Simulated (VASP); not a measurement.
# BN in VASP: single point with PBE

Aim: the single point of BN with PBE.

Program: VASP 6.6.1. These are calculated values, not measurements. Logs are shortened: lines on timing, memory, paths and dates and some standing lists are left out, and cuts for length are marked.

### Step 1. The cell of the first run

The cell holds a slab with vacuum, 10 atoms: a = 2.504 Å, b = 2.504 Å, c = 33.322 Å, α = 90.00°, β = 90.00°, γ = 120.00°.

### Step 2. Single point, PBE

File INCAR:

```
ALGO = Normal
DIPOL = 0.5 0.5 0.508
EDIFF = 1E-6
ENCUT = 520
GGA = PE
IDIPOL = 3
ISIF = 2
ISMEAR = 0
LASPH = T
LCHARG = T
LDIPOL = T
LELF = T
LREAL = F
LVACPOTAV = T
LVHAR = T
LWAVE = F
NBANDS = 31
NELM = 80
PREC = Accurate
SIGMA = 0.05
```

File KPOINTS:

```
k-points
0
Gamma
  12 12 1
```

File POSCAR:

```
BN
1.0
    2.5039917040      0.0000000000      0.0000000000
   -1.2519958520      2.1685204265      0.0000000000
    0.0000000000      0.0000000000     33.3224002434
B N
5 5
Direct
    0.6666666667      0.3333333333      0.3000984301
    0.3333333333      0.6666666667      0.4000492150
    0.6666666667      0.3333333333      0.5058699629
    0.3333333333      0.6666666667      0.6123966709
    0.6666666667      0.3333333333      0.7231460341
    0.3333333333      0.6666666667      0.3000984301
    0.6666666667      0.3333333333      0.4000492150
    0.3333333333      0.6666666667      0.5058511766
    0.6666666667      0.3333333333      0.6124005215
    0.3333333333      0.6666666667      0.7231816415
```

Potentials or basis: VASP PAW PBE potentials, release 64 (B, N).

Launch:

```sh
$ cat potpaw_PBE.64/B/POTCAR potpaw_PBE.64/N/POTCAR > POTCAR
$ mpirun -np 1 vasp_std > vasp.out
```

OUTCAR:

```text
EDIFF = 1E-6
   ENCUT = 520
   GGA = PE
   ISIF = 2
   ISMEAR = 0
   LASPH = T
   LREAL = F
   NELM = 80
   PREC = Accurate

 ion  position               nearest neighbor table
   1  0.667  0.333  0.300-   6 1.45   6 1.45   6 1.45
   2  0.333  0.667  0.400-   7 1.45   7 1.45   7 1.45
   3  0.667  0.333  0.506-   8 1.45   8 1.45   8 1.45
   4  0.333  0.667  0.612-   9 1.45   9 1.45   9 1.45
   5  0.667  0.333  0.723-  10 1.45  10 1.45  10 1.45
   6  0.333  0.667  0.300-   1 1.45   1 1.45   1 1.45
   7  0.667  0.333  0.400-   2 1.45   2 1.45   2 1.45
   8  0.333  0.667  0.506-   3 1.45   3 1.45   3 1.45
   9  0.667  0.333  0.612-   4 1.45   4 1.45   4 1.45
  10  0.333  0.667  0.723-   5 1.45   5 1.45   5 1.45

  LATTYP: Found a hexagonal cell.
 ALAT       =     2.5039917040
 C/A-ratio  =    13.3077119186

  Lattice vectors:

 A1 = (   2.5039917040,   0.0000000000,   0.0000000000)
 A2 = (  -1.2519958520,   2.1685204265,   0.0000000000)
 A3 = (   0.0000000000,   0.0000000000,  33.3224002434)

Analysis of symmetry for initial positions (statically):
=====================================================================
 Subroutine PRICEL returns:
 Original cell was already a primitive cell.

 Routine SETGRP: Setting up the symmetry group for a
 hexagonal supercell.

 Subroutine GETGRP returns: Found  6 space group operations
 (whereof  6 operations were pure point group operations)
 out of a pool of 24 trial point group operations.

The static configuration has the point symmetry C_3v.

Analysis of symmetry for dynamics (positions and initial velocities):
=====================================================================
 Subroutine PRICEL returns:
 Original cell was already a primitive cell.

 Routine SETGRP: Setting up the symmetry group for a
 hexagonal supercell.

 Subroutine GETGRP returns: Found  6 space group operations
 (whereof  6 operations were pure point group operations)
 out of a pool of 24 trial point group operations.

The dynamic configuration has the point symmetry C_3v.

 Subroutine INISYM returns: Found  6 space group operations
 (whereof  6 operations are pure point group operations),
 and found     1 'primitive' translations

----------------------------------------------------------------------------------------

                                     Primitive cell

  volume of cell :     180.9392

  direct lattice vectors                    reciprocal lattice vectors
     2.503991704  0.000000000  0.000000000     0.399362345  0.230571958  0.000000000
    -1.251995852  2.168520427  0.000000000     0.000000000  0.461143915  0.000000000
     0.000000000  0.000000000 33.322400243     0.000000000  0.000000000  0.030009843

  length of vectors
     2.503991704  2.503991704 33.322400243     0.461143915  0.461143915  0.030009843

  position of ions in fractional coordinates (direct lattice)
     0.666666667  0.333333333  0.300098430
     0.333333333  0.666666667  0.400049215
     0.666666667  0.333333333  0.505869963
     0.333333333  0.666666667  0.612396671
     0.666666667  0.333333333  0.723146034
     0.333333333  0.666666667  0.300098430
     0.666666667  0.333333333  0.400049215
     0.333333333  0.666666667  0.505851177
     0.666666667  0.333333333  0.612400521
     0.333333333  0.666666667  0.723181641

  ion indices of the primitive-cell ions
   primitive index   ion index
                 1           1
                 2           2
                 3           3
                 4           4
                 5           5
                 6           6
                 7           7
                 8           8
                 9           9
                10          10

----------------------------------------------------------------------------------------

 KPOINTS: k-points

Automatic generation of k-mesh.
 Grid dimensions read from file:
 generate k-points for:   12   12    1

 Generating k-lattice:

  Cartesian coordinates                     Fractional coordinates (reciprocal lattice)
     0.033280195  0.019214330  0.000000000     0.083333333  0.000000000  0.000000000
     0.000000000  0.038428660  0.000000000     0.000000000  0.083333333  0.000000000
     0.000000000  0.000000000  0.030009843     0.000000000  0.000000000  1.000000000

  Length of vectors
     0.038428660  0.038428660  0.030009843

  Shift w.r.t. Gamma in fractional coordinates (k-lattice)
     0.000000000  0.000000000  0.000000000

 Subroutine IBZKPT returns following result:
 ===========================================

 Found     19 irreducible k-points:

 Following reciprocal coordinates:
            Coordinates               Weight
  0.000000  0.000000  0.000000      1.000000
  0.083333  0.000000  0.000000      6.000000
  0.166667  0.000000  0.000000      6.000000
  0.250000  0.000000  0.000000      6.000000
  0.333333  0.000000  0.000000      6.000000
  0.416667 -0.000000  0.000000      6.000000
[... 11 lines left out ...]
  0.333333  0.250000  0.000000     12.000000
  0.333333  0.333333  0.000000      2.000000
   k-points           NKPTS =     19   k-points in BZ     NKDIM =     19   number of bands    NBANDS=     31
   number of dos      NEDOS =    301   number of ions     NIONS =     10
   total plane-waves  NPLWV = 100000
   dimension x,y,z NGX =    20 NGY =   20 NGZ =  250
   dimension x,y,z NGXF=    40 NGYF=   40 NGZF=  500
   ions per type =               5   5
   NGX,Y,Z   is equivalent  to a cutoff of  13.28, 13.28, 12.47 a.u.
   NGXF,Y,Z  is equivalent  to a cutoff of  26.56, 26.56, 24.95 a.u.
 SYSTEM =  unknown system
   PREC   = accura    normal or accurate (medium, high low for compatibility)
   ISTART =      0    job   : 0-new  1-cont  2-samecut
   ICHARG =      2    charge: 1-file 2-atom 10-const
   ISPIN  =      1    spin polarized calculation?
   LNONCOLLINEAR =      F non collinear calculations
   LSORBIT =      F    spin-orbit coupling
   LASPH  =      T    aspherical Exc in radial PAW
   ENCUT  =  520.0 eV  38.22 Ry    6.18 a.u.   4.66  4.66 61.96*2*pi/ulx,y,z
   NELM   =     80;   NELMIN=  2; NELMDL= -5     # of ELM steps
   EDIFF  = 0.1E-05   stopping-criterion for ELM
   LREAL  =      F    real-space projection
   EDIFFG = 0.1E-04   stopping-criterion for IOM
   NSW    =      0    number of steps for IOM
   IBRION =     -1    ionic relax: 0-MD 1-quasi-New 2-CG
   NFREE  =      0    steps in history (QN), initial steepest desc. (CG)
   ISIF   =      2    stress and relaxation
   ISYM   =      2    0-nonsym 1-usesym 2-fastsym
   POTIM  = 0.5000    time-step for ionic-motion
   TEBEG  =    0.0;   TEEND  =   0.0 temperature during run
   PSTRESS=    0.0 pullay stress
   NELECT =      40.0000    total number of electrons
   NUPDOWN=      -1.0000    fix difference up-down
   EMIN   =  10.00;   EMAX   =-10.00  energy-range for DOS
   EFERMI =   0.00;   METHOD = LEGACY
   ISMEAR =     0;   SIGMA  =   0.05  broadening in eV -4-tet -1-fermi 0-gaus
   EFERMI_NEDOS =   21; number of points for ismear=-14 and -15
   IALGO  =     38    algorithm
   IMIX   =      4    mixing-type and parameters
     AMIX     =   0.40;   BMIX     =  1.00
     AMIX_MAG =   1.60;   BMIX_MAG =  1.00
  volume/ion in A,a.u.               =      18.09       122.10
  Fermi-wavevector in a.u.,A,eV,Ry     =   0.989883  1.870608 13.331923  0.979869
  Thomas-Fermi vector in A             =   2.121514
   LORBIT       =      0    0 simple, 1 ext, 2 COOP (PROOUT), +10 PAW based schemes
   GGA     = PE    functional components
   LHFCALC =     F    Hartree Fock is set to
   AEXX    =    0.0000 exact exchange contribution
   IVDW    =     0    specifies the selected vdW correction
   LEPSILON=     F    determine dielectric tensor
   LRPA    =     F    only Hartree local field effects (RPA)
 non-spin polarized calculation
 Gauss-broadening in eV      SIGMA  =   0.05
  energy-cutoff  :      520.00
  volume of cell :      180.94
 maximum number of plane-waves:      4908
 NGX is ok and might be reduce to    20
   NGX =  9   NGY =  9   NGZ =123

 number of electron      39.9999996 magnetization

 dipolmoment           0.000000      0.000000      0.000158 electrons x Angstroem

 Free energy of the ion-electron system (eV)
  ---------------------------------------------------
  ext. energy  EPLUGINS =         0.00000000
  ---------------------------------------------------
  free energy    TOTEN  =       -87.95715894 eV

  energy without entropy =      -87.95715894  energy(sigma->0) =      -87.95715894

 E-fermi :  -1.5142     XC(G=0):  -5.3682

 val. band max:       -1.7752742827   @ k =   0.3333   0.3333   0.0000
 cond. band min:       2.5945835817   @ k =   0.5000   0.0000   0.0000
 fundamental gap:      4.3698578645
 Fermi energy:        -1.5142145976

 k-point     1 :       0.0000    0.0000    0.0000
  band No.  band energies     occupation
      1     -19.5470      2.00000
      2     -19.4979      2.00000
      3     -19.4461      2.00000
      4     -19.4049      2.00000
      5     -19.3673      2.00000
      6      -7.7148      2.00000
[... 23 lines left out ...]
     30       7.6345      0.00000
     31       8.4240      0.00000

 k-point     2 :       0.0833    0.0000    0.0000
  band No.  band energies     occupation
      1     -19.4119      2.00000
      2     -19.3634      2.00000
      3     -19.3124      2.00000
      4     -19.2719      2.00000
      5     -19.2351      2.00000
      6      -7.5300      2.00000
[... 23 lines left out ...]
     30       7.7145      0.00000
     31       8.5867      0.00000

 k-point     3 :       0.1667    0.0000    0.0000
  band No.  band energies     occupation
      1     -19.0138      2.00000
      2     -18.9674      2.00000
      3     -18.9188      2.00000
      4     -18.8805      2.00000
      5     -18.8458      2.00000
      6      -6.9834      2.00000
[... 23 lines left out ...]
     30       7.9214      0.00000
     31       8.8735      0.00000

 k-point     4 :       0.2500    0.0000    0.0000
  band No.  band energies     occupation
      1     -18.3796      2.00000
      2     -18.3369      2.00000
      3     -18.2923      2.00000
      4     -18.2579      2.00000
      5     -18.2270      2.00000
      6      -6.9020      2.00000
[... 23 lines left out ...]
     30       7.5920      0.00000
     31       8.0190      0.00000

 k-point     5 :       0.3333    0.0000    0.0000
  band No.  band energies     occupation
      1     -17.5768      2.00000
      2     -17.5402      2.00000
      3     -17.5020      2.00000
      4     -17.4737      2.00000
      5     -17.4489      2.00000
      6      -8.6855      2.00000
[... 23 lines left out ...]
     30       7.7959      0.00000
     31       8.3037      0.00000
[... 372 lines left out ...]
     30      10.2241      0.00000
     31      10.9642      0.00000

 k-point    17 :       0.2500    0.2500    0.0000
  band No.  band energies     occupation
      1     -16.5331      2.00000
      2     -16.5071      2.00000
      3     -16.4800      2.00000
      4     -16.4616      2.00000
      5     -16.4475      2.00000
      6      -9.4009      2.00000
[... 23 lines left out ...]
     30      10.1081      0.00000
     31      10.4339      0.00000

 k-point    18 :       0.3333    0.2500    0.0000
  band No.  band energies     occupation
      1     -16.0013      2.00000
      2     -15.9870      2.00000
      3     -15.9726      2.00000
      4     -15.9625      2.00000
      5     -15.9594      2.00000
      6      -9.9362      2.00000
[... 23 lines left out ...]
     30      10.6500      0.00000
     31      10.7709      0.00000

 k-point    19 :       0.3333    0.3333    0.0000
  band No.  band energies     occupation
      1     -15.7906      2.00000
      2     -15.7850      2.00000
      3     -15.7834      2.00000
      4     -15.7829      2.00000
      5     -15.7695      2.00000
      6      -9.7452      2.00000
[... 23 lines left out ...]
     30      11.4383      0.00000
     31      11.4838      0.00000

------------------------ aborting loop because EDIFF is reached ----------------------------------------

  FORCE on cell =-STRESS in cart. coord.  units (eV):
  Direction    XX          YY          ZZ          XY          YZ          ZX
  --------------------------------------------------------------------------------------
  -------------------------------------------------------------------------------------
  Total        2.0829248      2.0829248      0.6519794      0.0000000     -0.0000000     -0.0000000
  in kB       18.4438462     18.4438462      5.7731357      0.0000000     -0.0000000     -0.0000000
  external PRESSURE =      14.2202760 kB  Pullay stress =       0.0000000 kB

 VOLUME and BASIS-vectors are now :
 -----------------------------------------------------------------------------
  energy-cutoff  :      520.00
  volume of cell :      180.94
      direct lattice vectors                 reciprocal lattice vectors
     2.503991704  0.000000000  0.000000000     0.399362345  0.230571958  0.000000000
    -1.251995852  2.168520427  0.000000000     0.000000000  0.461143915  0.000000000
     0.000000000  0.000000000 33.322400243     0.000000000  0.000000000  0.030009843

 POSITION                                       TOTAL-FORCE (eV/Angst)
 -----------------------------------------------------------------------------------
      1.25200      0.72284     10.00000        -0.000000      0.000000     -0.030621
     -0.00000      1.44568     13.33060        -0.000000     -0.000000      0.016259
      1.25200      0.72284     16.85680         0.000000     -0.000000     -0.007576
     -0.00000      1.44568     20.40653        -0.000000     -0.000000      0.008001
      1.25200      0.72284     24.09696         0.000000      0.000000      0.023895
     -0.00000      1.44568     10.00000         0.000000     -0.000000     -0.066265
      1.25200      0.72284     13.33060        -0.000000      0.000000      0.032236
     -0.00000      1.44568     16.85618         0.000000     -0.000000      0.011804
      1.25200      0.72284     20.40666         0.000000     -0.000000      0.010640
     -0.00000      1.44568     24.09815         0.000000      0.000000      0.001627
 -----------------------------------------------------------------------------------
    total drift:                                0.000000     -0.000000      0.000019

  FREE ENERGIE OF THE ION-ELECTRON SYSTEM (eV)
  ---------------------------------------------------
  free  energy   TOTEN  =       -87.9571589356 eV

  energy  without entropy=      -87.9571589356  energy(sigma->0) =      -87.95715894

 vacuum level on the upper side and lower side of the slab         4.048         4.043
```

Run time: 4.5 min. Hardware: 1 thread of AMD EPYC 7R43 (Zen 3), shared host; peak memory 0.29 GiB.

Results:

```yaml
Free_energy: -87.9572 eV
Largest_force: 0.066 eV/Å
Band_gap_on_the_k_mesh: 4.37 eV (least direct gap 4.65 eV)
```

Forces on the atoms (eV/Å):
```
B    0.000  0.000 -0.031
B    0.000  0.000  0.016
B    0.000  0.000 -0.008
B    0.000  0.000  0.008
B    0.000  0.000  0.024
N    0.000  0.000 -0.066
N    0.000  0.000  0.032
N    0.000  0.000  0.012
N    0.000  0.000  0.011
N    0.000  0.000  0.002
```
